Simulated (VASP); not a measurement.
Here is a VASP 6.6.1 calculation.

Contents of POSCAR:

```
Cu
1.0
    0.0000000000      1.7652487196      1.7652487196
    1.7652487196      0.0000000000      1.7652487196
    1.7652487196      1.7652487196      0.0000000000
Cu
1
Direct
    0.0000000000      0.0000000000      0.0000000000
```

File INCAR.step1:

```
SYSTEM = Cu
PREC = Accurate
ENCUT = 520
EDIFF = 1E-5
ISMEAR = -1
SIGMA = 0.1
LREAL = .FALSE.
LASPH = .TRUE.
NELM = 60
ALGO = Normal
ISIF = 2
LWAVE = .TRUE.
LCHARG = .FALSE.
GGA = PE
NBANDS = 12
```

File INCAR.step2:

```
SYSTEM = Cu
PREC = Accurate
ENCUT = 520
EDIFF = 1E-6
ISMEAR = -1
SIGMA = 0.1
LREAL = .FALSE.
LASPH = .TRUE.
NELM = 60
ALGO = Normal
ISIF = 2
LWAVE = .FALSE.
LCHARG = .FALSE.
GGA = PE
LHFCALC = .TRUE.
HFSCREEN = 0.2079
PRECFOCK = Normal
ISTART = 1
NBANDS = 12
```

The input KPOINTS:

```
Automatic mesh
0
G
  6 6 6
  0 0 0
```

Potentials or basis: VASP PAW PBE potentials, release 64 (Cu).

The run is started by

```sh
$ cat potpaw_PBE.64/Cu/POTCAR > POTCAR
$ cp INCAR.step1 INCAR
$ mpirun -np 1 vasp_std > vasp.out
$ cp INCAR.step2 INCAR
$ mpirun -np 1 vasp_std > vasp.out
```

Task: Predict the pressure.

Result: 15.1 GPa.

Task: Predict the band gap on the k mesh.

Result: Zero (an odd number of electrons rules out a gap without spin polarisation).

Caveat: the k points lie up to 0.51 Å⁻¹ apart, too coarse for converged energies and pressures of a metal; the PAW data sets were made with another functional, which shifts forces and pressure a little.
